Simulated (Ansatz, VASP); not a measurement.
Two plane-wave programs on Ag

Contents of INCAR:

```
  ALGO = Normal
  EDIFF = 1E-7
  ENCUT = 520
  GGA = PE
  ISIF = 2
  ISMEAR = 0
  LASPH = True
  LCHARG = False
  LREAL = False
  LWAVE = False
  NBANDS = 12
  NELM = 60
  PREC = Accurate
  SIGMA = 0.15
```

The input KPOINTS:

```
k-points
0
Gamma
  20 20 20
```

POSCAR

```
Ag
1.0
   -1.6556540000      1.6556540000      1.5232016800
    1.6556540000     -1.6556540000      1.5232016800
    1.6556540000      1.6556540000     -1.5232016800
Ag
1
Direct
    0.0000000000      0.0000000000      0.0000000000
```

Input for Ansatz:

```yaml
crystal:
  lattice:
    - [-1.655654, 1.655654, 1.52320168]
    - [1.655654, -1.655654, 1.52320168]
    - [1.655654, 1.655654, -1.52320168]
  atoms:
    - { symbol: Ag, position: [0.0, 0.0, 0.0] }
basis:
  ecutwfc: 420
kpoints:
  mp_grid: { grid: [20, 20, 20] }
hamiltonian:
  xc: pbe
scf:
  occupations: { method: gaussian, width: 0.15 }
output:
  forces: true
  stress: true
  eigenvalues: true
```

Change from the starting cell: strain +0.000 along x and y, -0.080 along z, atoms carried along.

Alike in both runs: task single point; functional PBE; k mesh 20 × 20 × 20; occupations gaussian, width 0.15 eV; no spin polarisation.

|  | VASP | Ansatz |
| --- | --- | --- |
| version | VASP 6.6.1 | Ansatz 0.2.0 |
| potentials or method | VASP PAW PBE potentials, release 64 (Ag), cutoff 520 eV | scalar-relativistic, plane waves, PAW |
| valence electrons in the cell | 11 | 19 |

Ansatz gave:

- gap on the k mesh at the Fermi level (eV): none
- pressure (GPa): 8.2

Q: Which values does VASP return?

A: gap on the k mesh at the Fermi level (eV): none; pressure (GPa): 8.0.

A gap of «none» marks a metal or a gap that the smearing closes. The functional is the same, so the differences come from potentials, cutoffs and numerics. VASP's potentials hold 11 valence electrons a cell and Ansatz's 19, so a difference there can come from the potentials and not from the codes.
